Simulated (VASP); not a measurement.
# ZnCu in VASP: notebook

ZnCu is run at these levels: PBE; tasks: single point.

Everything below comes from runs of VASP 6.6.1. Logs are shortened: lines on timing, memory, paths and dates and some standing lists are left out, and cuts for length are marked.

### 1 The cell of the first run

The structure is orthorhombic, space group Cmmm (No. 65). The conventional cell has a = 2.873 Å, b = 4.096 Å, c = 3.998 Å, α = 90.00°, β = 90.00°, γ = 90.00°. Within 3.3 Å of Zn (site symmetry mmm) lie 8 Cu at 2.46 to 2.86 Å and 6 Zn at 2.50 to 2.87 Å. Within 3.3 Å of Cu (site symmetry mmm) lie 8 Zn at 2.46 to 2.86 Å and 6 Cu at 2.50 to 2.87 Å.

### 2 Single point, PBE

File INCAR:

```
SYSTEM = ZnCu
ALGO = Normal
EDIFF = 1E-7
ENCUT = 520
GGA = PE
ISIF = 2
ISMEAR = 0
LASPH = .TRUE.
LCHARG = .FALSE.
LREAL = .FALSE.
LWAVE = .FALSE.
NBANDS = 18
NELM = 100
PREC = Accurate
SIGMA = 0.05
```

File KPOINTS:

```
k-points
0
G
  14 14 8
  0 0 0
```

File POSCAR:

```
ZnCu
1.0
    1.4366858584     -2.0480723563      0.0000000000
    1.4366858584      2.0480723563      0.0000000000
    0.0000000000      0.0000000000      3.9978463073
Zn Cu
1 1
Direct
    0.5000000000      0.5000000000      0.5000000000
    0.0000000000      0.0000000000      0.0000000000
```

Potentials or basis: VASP PAW PBE potentials, release 64 (Zn, Cu).

On the command line:

```
$ cat potpaw_PBE.64/Zn/POTCAR potpaw_PBE.64/Cu/POTCAR > POTCAR
$ mpirun -np 1 vasp_std > vasp.out
```

OUTCAR:

```text
SYSTEM = ZnCu
   EDIFF = 1E-7
   ENCUT = 520
   GGA = PE
   ISIF = 2
   ISMEAR = 0
   LASPH = .TRUE.
   LREAL = .FALSE.
   NELM = 100
   PREC = Accurate

 ion  position               nearest neighbor table
   1  0.500  0.500  0.500-   2 2.46   2 2.46   2 2.46   2 2.46   2 2.86   2 2.86   2 2.86   2 2.86

   2  0.000  0.000  0.000-   1 2.46   1 2.46   1 2.46   1 2.46   1 2.86   1 2.86   1 2.86   1 2.86

  LATTYP: Found a base centered orthorhombic cell.
 ALAT       =     2.8733717168
 B/A-ratio  =     1.4255533625
 C/A-ratio  =     1.3913432376

  Lattice vectors:

 A1 = (   1.4366858584,  -2.0480723563,   0.0000000000)
 A2 = (   1.4366858584,   2.0480723563,   0.0000000000)
 A3 = (   0.0000000000,   0.0000000000,   3.9978463073)

Analysis of symmetry for initial positions (statically):
=====================================================================
 Subroutine PRICEL returns:
 Original cell was already a primitive cell.

 Routine SETGRP: Setting up the symmetry group for a
 base centered orthorhombic supercell.

 Subroutine GETGRP returns: Found  8 space group operations
 (whereof  8 operations were pure point group operations)
 out of a pool of  8 trial point group operations.

The static configuration has the point symmetry D_2h.

Analysis of symmetry for dynamics (positions and initial velocities):
=====================================================================
 Subroutine PRICEL returns:
 Original cell was already a primitive cell.

 Routine SETGRP: Setting up the symmetry group for a
 base centered orthorhombic supercell.

 Subroutine GETGRP returns: Found  8 space group operations
 (whereof  8 operations were pure point group operations)
 out of a pool of  8 trial point group operations.

The dynamic configuration has the point symmetry D_2h.

 Subroutine INISYM returns: Found  8 space group operations
 (whereof  8 operations are pure point group operations),
 and found     1 'primitive' translations

----------------------------------------------------------------------------------------

                                     Primitive cell

  volume of cell :      23.5268

  direct lattice vectors                    reciprocal lattice vectors
     1.436685858 -2.048072356  0.000000000     0.348023193 -0.244132000  0.000000000
     1.436685858  2.048072356  0.000000000     0.348023193  0.244132000  0.000000000
     0.000000000  0.000000000  3.997846307     0.000000000  0.000000000  0.250134678

  length of vectors
     2.501732726  2.501732726  3.997846307     0.425112428  0.425112428  0.250134678

  position of ions in fractional coordinates (direct lattice)
     0.500000000  0.500000000  0.500000000
     0.000000000  0.000000000  0.000000000

  ion indices of the primitive-cell ions
   primitive index   ion index
                 1           1
                 2           2

----------------------------------------------------------------------------------------

 KPOINTS: k-points

Automatic generation of k-mesh.
 Grid dimensions read from file:
 generate k-points for:   14   14    8

 Generating k-lattice:

  Cartesian coordinates                     Fractional coordinates (reciprocal lattice)
     0.024858800 -0.017438000  0.000000000     0.071428571 -0.000000000  0.000000000
     0.024858800  0.017438000  0.000000000    -0.000000000  0.071428571  0.000000000
     0.000000000  0.000000000  0.031266835     0.000000000  0.000000000  0.125000000

  Length of vectors
     0.030365173  0.030365173  0.031266835

  Shift w.r.t. Gamma in fractional coordinates (k-lattice)
     0.000000000  0.000000000  0.000000000

 Subroutine IBZKPT returns following result:
 ===========================================

 Found    285 irreducible k-points:

 Following reciprocal coordinates:
            Coordinates               Weight
  0.000000  0.000000  0.000000      1.000000
  0.071429  0.000000  0.000000      4.000000
  0.142857 -0.000000  0.000000      4.000000
  0.214286 -0.000000  0.000000      4.000000
  0.285714 -0.000000  0.000000      4.000000
  0.357143 -0.000000  0.000000      4.000000
[... 16 lines left out ...]
  0.214286  0.142857  0.000000      4.000000
  0.285714  0.142857  0.000000      4.000000
 [... further k-points ...]
   k-points           NKPTS =    285   k-points in BZ     NKDIM =    285   number of bands    NBANDS=     18
   number of dos      NEDOS =    301   number of ions     NIONS =      2
   total plane-waves  NPLWV =  12000
   dimension x,y,z NGX =    20 NGY =   20 NGZ =   30
   dimension x,y,z NGXF=    40 NGYF=   40 NGZF=   60
   ions per type =               1   1
   NGX,Y,Z   is equivalent  to a cutoff of  13.29, 13.29, 12.48 a.u.
   NGXF,Y,Z  is equivalent  to a cutoff of  26.58, 26.58, 24.95 a.u.
 SYSTEM =  ZnCu
   PREC   = accura    normal or accurate (medium, high low for compatibility)
   ISTART =      0    job   : 0-new  1-cont  2-samecut
   ICHARG =      2    charge: 1-file 2-atom 10-const
   ISPIN  =      1    spin polarized calculation?
   LNONCOLLINEAR =      F non collinear calculations
   LSORBIT =      F    spin-orbit coupling
   LASPH  =      T    aspherical Exc in radial PAW
   ENCUT  =  520.0 eV  38.22 Ry    6.18 a.u.   4.65  4.65  7.43*2*pi/ulx,y,z
   NELM   =    100;   NELMIN=  2; NELMDL= -5     # of ELM steps
   EDIFF  = 0.1E-06   stopping-criterion for ELM
   LREAL  =      F    real-space projection
   EDIFFG = 0.1E-05   stopping-criterion for IOM
   NSW    =      0    number of steps for IOM
   IBRION =     -1    ionic relax: 0-MD 1-quasi-New 2-CG
   NFREE  =      0    steps in history (QN), initial steepest desc. (CG)
   ISIF   =      2    stress and relaxation
   ISYM   =      2    0-nonsym 1-usesym 2-fastsym
   POTIM  = 0.5000    time-step for ionic-motion
   TEBEG  =    0.0;   TEEND  =   0.0 temperature during run
   PSTRESS=    0.0 pullay stress
   NELECT =      23.0000    total number of electrons
   NUPDOWN=      -1.0000    fix difference up-down
   EMIN   =  10.00;   EMAX   =-10.00  energy-range for DOS
   EFERMI =   0.00;   METHOD = LEGACY
   ISMEAR =     0;   SIGMA  =   0.05  broadening in eV -4-tet -1-fermi 0-gaus
   EFERMI_NEDOS =   21; number of points for ismear=-14 and -15
   IALGO  =     38    algorithm
   IMIX   =      4    mixing-type and parameters
     AMIX     =   0.40;   BMIX     =  1.00
     AMIX_MAG =   1.60;   BMIX_MAG =  1.00
  volume/ion in A,a.u.               =      11.76        79.38
  Fermi-wavevector in a.u.,A,eV,Ry     =   1.624787  3.070402 35.918456  2.639932
  Thomas-Fermi vector in A             =   2.718016
   LORBIT       =      0    0 simple, 1 ext, 2 COOP (PROOUT), +10 PAW based schemes
   GGA     = PE    functional components
   LHFCALC =     F    Hartree Fock is set to
   AEXX    =    0.0000 exact exchange contribution
   IVDW    =     0    specifies the selected vdW correction
   LEPSILON=     F    determine dielectric tensor
   LRPA    =     F    only Hartree local field effects (RPA)
 non-spin polarized calculation
 Gauss-broadening in eV      SIGMA  =   0.05
  energy-cutoff  :      520.00
  volume of cell :       23.53
 maximum number of plane-waves:       647
   NGX =  9   NGY =  9   NGZ = 15

 number of electron      23.0000034 magnetization

 Free energy of the ion-electron system (eV)
  ---------------------------------------------------
  ext. energy  EPLUGINS =         0.00000000
  ---------------------------------------------------
  free energy    TOTEN  =        -4.80354662 eV

  energy without entropy =       -4.80310942  energy(sigma->0) =       -4.80332802

 E-fermi :   6.3643     XC(G=0): -12.8687

 val. band max:        6.3379529178   @ k =   0.3571   0.2143   0.5000
 cond. band min:       6.3786181353   @ k =   0.3571   0.0714   0.2500
 fundamental gap:      0.0406652174
 Fermi energy:         6.3642858548

 k-point     1 :       0.0000    0.0000    0.0000
  band No.  band energies     occupation
      1      -4.7191      2.00000
      2      -2.1254      2.00000
      3      -1.9078      2.00000
      4      -1.1027      2.00000
      5      -1.0632      2.00000
      6      -0.8244      2.00000
[... 10 lines left out ...]
     17      28.4805      0.00000
     18      30.2380      0.00000

 k-point     2 :       0.0714    0.0000    0.0000
  band No.  band energies     occupation
      1      -4.5729      2.00000
      2      -2.0861      2.00000
      3      -1.8916      2.00000
      4      -1.1311      2.00000
      5      -1.0622      2.00000
      6      -0.8490      2.00000
[... 10 lines left out ...]
     17      28.8301      0.00000
     18      29.1044      0.00000

 k-point     3 :       0.1429   -0.0000    0.0000
  band No.  band energies     occupation
      1      -4.1425      2.00000
      2      -2.0019      2.00000
      3      -1.8239      2.00000
      4      -1.2286      2.00000
      5      -1.0502      2.00000
      6      -0.8923      2.00000
[... 10 lines left out ...]
     17      26.6353      0.00000
     18      28.1029      0.00000

 k-point     4 :       0.2143   -0.0000    0.0000
  band No.  band energies     occupation
      1      -3.4641      2.00000
      2      -1.9453      2.00000
      3      -1.6556      2.00000
      4      -1.3879      2.00000
      5      -1.0087      2.00000
      6      -0.9189      2.00000
[... 375 lines left out ...]
      4      -1.3681      2.00000
      5      -0.9736      2.00000
      6      -0.8572      2.00000
[... 10 lines left out ...]
     17      24.5167      0.00000
     18      24.5340      0.00000

 k-point    23 :       0.2143    0.1429    0.0000
  band No.  band energies     occupation
      1      -2.4923      2.00000
      2      -1.8368      2.00000
      3      -1.6164      2.00000
      4      -1.4792      2.00000
      5      -1.0432      2.00000
      6      -0.6996      2.00000
[... 10 lines left out ...]
     17      22.1353      0.00000
     18      24.0964      0.00000

 k-point    24 :       0.2857    0.1429    0.0000
  band No.  band energies     occupation
      1      -2.1099      2.00000
      2      -1.6049      2.00000
      3      -1.5731      2.00000
      4      -1.3594      2.00000
      5      -1.0893      2.00000
      6      -0.2907      2.00000
[... 10 lines left out ...]
     17      19.5655      0.00000
     18      23.9860      0.00000

 [... further k-points ...]

------------------------ aborting loop because EDIFF is reached ----------------------------------------

  FORCE on cell =-STRESS in cart. coord.  units (eV):
  Direction    XX          YY          ZZ          XY          YZ          ZX
  --------------------------------------------------------------------------------------
  -------------------------------------------------------------------------------------
  Total        2.5978486      2.2990039      2.2806792      0.0000000      0.0000000      0.0000000
  in kB      176.9135981    156.5622636    155.3143522      0.0000000      0.0000000      0.0000000
  external PRESSURE =     162.9300713 kB  Pullay stress =       0.0000000 kB

 VOLUME and BASIS-vectors are now :
 -----------------------------------------------------------------------------
  energy-cutoff  :      520.00
  volume of cell :       23.53
      direct lattice vectors                 reciprocal lattice vectors
     1.436685858 -2.048072356  0.000000000     0.348023193 -0.244132000  0.000000000
     1.436685858  2.048072356  0.000000000     0.348023193  0.244132000  0.000000000
     0.000000000  0.000000000  3.997846307     0.000000000  0.000000000  0.250134678

 POSITION                                       TOTAL-FORCE (eV/Angst)
 -----------------------------------------------------------------------------------
      1.43669      0.00000      1.99892         0.000000     -0.000000      0.000000
      0.00000      0.00000      0.00000        -0.000000      0.000000      0.000000
 -----------------------------------------------------------------------------------
    total drift:                                0.000000      0.000000      0.000000

  FREE ENERGIE OF THE ION-ELECTRON SYSTEM (eV)
  ---------------------------------------------------
  free  energy   TOTEN  =        -4.8035466235 eV

  energy  without entropy=       -4.8031094194  energy(sigma->0) =       -4.80332802
```

It took 2 min on 1 thread of AMD EPYC 7R43 (Zen 3), shared host; peak memory 0.2 GiB.

Results:

```yaml
Free_energy: -4.8035 eV
Pressure: 16.3 GPa
Band_gap_on_the_k_mesh: zero (an odd number of electrons rules out a gap without spin polarisation)
```

Caveat: the cell stands under pressure.

### 3 Single point, PBE

This run uses another cell than the first one, of 13.07 Å³/atom.

File INCAR:

```
SYSTEM = ZnCu
  PREC = Accurate
  ENCUT = 520
  EDIFF = 1E-6
  ISMEAR = 0
  SIGMA = 0.05
  LREAL = .False.
  LASPH = .True.
  NELM = 80
  ALGO = Fast
  ISIF = 2
  LWAVE = .False.
  LCHARG = .True.
  GGA = PE
  LELF = .True.
  LVHAR = .True.
  NBANDS = 18
```

File KPOINTS:

```
regular mesh
0
Gamma
  14 14 8
  0 0 0
```

File POSCAR:

```
ZnCu
1.0
    1.4880390000     -2.1212790000      0.0000000000
    1.4880390000      2.1212790000      0.0000000000
    0.0000000000      0.0000000000      4.1407460000
Zn Cu
1 1
Direct
    0.5000000000      0.5000000000      0.5000000000
    0.0203103902      0.0096422699      0.0002785921
```

Potentials or basis: VASP PAW PBE potentials, release 64 (Zn, Cu).

On the command line:

```
$ cat potpaw_PBE.64/Zn/POTCAR potpaw_PBE.64/Cu/POTCAR > POTCAR
$ mpirun -np 1 vasp_std > vasp.out
```

Run time: 6.7 min. Hardware: 1 thread of AMD EPYC 7R43 (Zen 3), shared host; peak memory 0.43 GiB.

Results (log left out):

```yaml
Free_energy: -4.9271 eV
Pressure: 0.6 GPa
Largest_force: 0.133 eV/Å
Band_gap_on_the_k_mesh: zero (an odd number of electrons rules out a gap without spin polarisation)
```

Forces on the atoms (eV/Å):
```
Zn   0.133  0.005  0.007
Cu  -0.133 -0.005 -0.007
```

Stress tensor (GPa, compression positive):
```
 1.62  0.01  0.01
 0.01  0.41  0.00
 0.01  0.00 -0.29
```

Levels at points of the mesh, in eV from the Fermi level:
| k point | band 8 | band 9 | band 10 | band 11 | band 12 | band 13 | band 14 | band 15 | band 16 | band 17 |
| --- | --- | --- | --- | --- | --- | --- | --- | --- | --- | --- |
| (0.00, 0.00, 0.00) | -3.44 | -2.46 | -2.46 | -2.35 | -1.60 | 2.15 | 14.16 | 15.03 | 18.17 | 20.42 |
| (0.50, 0.00, 0.00) | -3.70 | -2.79 | -2.51 | -2.19 | -0.73 | 6.50 | 6.53 | 6.92 | 7.48 | 13.81 |
| (0.00, 0.50, 0.00) | -3.70 | -2.79 | -2.51 | -2.19 | -0.73 | 6.54 | 6.58 | 6.84 | 7.46 | 13.75 |
| (0.50, 0.50, 0.00) | -2.86 | -2.77 | -2.00 | -1.80 | 1.58 | 6.01 | 6.14 | 6.47 | 11.02 | 11.20 |
| (0.00, 0.00, 0.50) | -3.46 | -3.40 | -2.62 | -2.48 | -2.37 | 11.33 | 11.68 | 16.53 | 17.03 | 18.25 |
| (0.50, 0.00, 0.50) | -2.60 | -2.48 | -2.29 | -2.10 | -1.30 | 1.22 | 2.49 | 13.80 | 14.80 | 15.73 |
| (0.00, 0.50, 0.50) | -2.59 | -2.48 | -2.29 | -2.10 | -1.30 | 1.22 | 2.49 | 13.80 | 14.80 | 15.73 |
| (0.50, 0.50, 0.50) | -3.10 | -2.75 | -1.80 | 1.22 | 1.62 | 1.85 | 3.58 | 8.47 | 9.83 | 11.70 |

The gap in the log of VASP goes by the Fermi energy; the results here count the filled bands.